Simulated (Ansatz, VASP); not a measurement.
## In3Cu: VASP beside Ansatz

File INCAR:

```
PREC = Accurate
ENCUT = 520
EDIFF = 1E-6
ISMEAR = 0
SIGMA = 0.15
LREAL = F
LASPH = T
NELM = 60
ALGO = Fast
ISIF = 2
LWAVE = F
LCHARG = F
GGA = CA
NBANDS = 33
```

Contents of KPOINTS:

```
regular mesh
0
Gamma
  10 10 10
```

Contents of POSCAR:

```
In3Cu
1.0
    4.2936403691     -0.0757358545     -0.0757358545
   -0.0757358545      4.2936403691     -0.0757358545
   -0.0757358545     -0.0757358545      4.2936403691
In Cu
3 1
Direct
    0.0000000000      0.5000000000      0.5000000000
    0.5000000000      0.0000000000      0.5000000000
    0.5000000000      0.5000000000      0.0000000000
    0.0000000000      0.0000000000      0.0000000000
```

Input for Ansatz:

```yaml
crystal:
  lattice:
    - [4.2936403691, -0.0757358545, -0.0757358545]
    - [-0.0757358545, 4.2936403691, -0.0757358545]
    - [-0.0757358545, -0.0757358545, 4.2936403691]
  atoms:
    - { symbol: In, position: [0.0, 0.5, 0.5] }
    - { symbol: In, position: [0.5, 0.0, 0.5] }
    - { symbol: In, position: [0.5, 0.5, 0.0] }
    - { symbol: Cu, position: [0.0, 0.0, 0.0] }
basis:
  ecutwfc: 520.0
kpoints:
  mp_grid: { grid: [10, 10, 10] }
hamiltonian:
  xc: lda
scf:
  occupations: { method: gaussian, width: 0.15 }
output:
  forces: true
  stress: true
  eigenvalues: true
  write_density: true
  write_potential: true
  elf: true
  volumetric_format: npy
```

Alike in both runs: task single point; functional LDA; k mesh 10 × 10 × 10; occupations gaussian, width 0.15 eV; no spin polarisation.

|  | VASP | Ansatz |
| --- | --- | --- |
| version | VASP 6.6.1 | Ansatz 0.2.0 |
| potentials or method | VASP PAW LDA potentials, release 64 (In_d, Cu), cutoff 520 eV | scalar-relativistic, plane waves, PAW |
| valence electrons in the cell | 50 | 58 |

Ansatz gave:

| Item | Value |
| --- | --- |
| gap on the k mesh at the Fermi level (eV) | none |
| pressure (GPa) | 1.7 |

Which values does VASP return?

gap on the k mesh at the Fermi level (eV): none; pressure (GPa): 1.8.

LDA's correlation is that of Perdew and Zunger in VASP and of Perdew and Wang (1992) in Ansatz. A gap of «none» marks a metal or a gap that the smearing closes. VASP's potentials hold 50 valence electrons a cell and Ansatz's 58, so a difference there can come from the potentials and not from the codes.
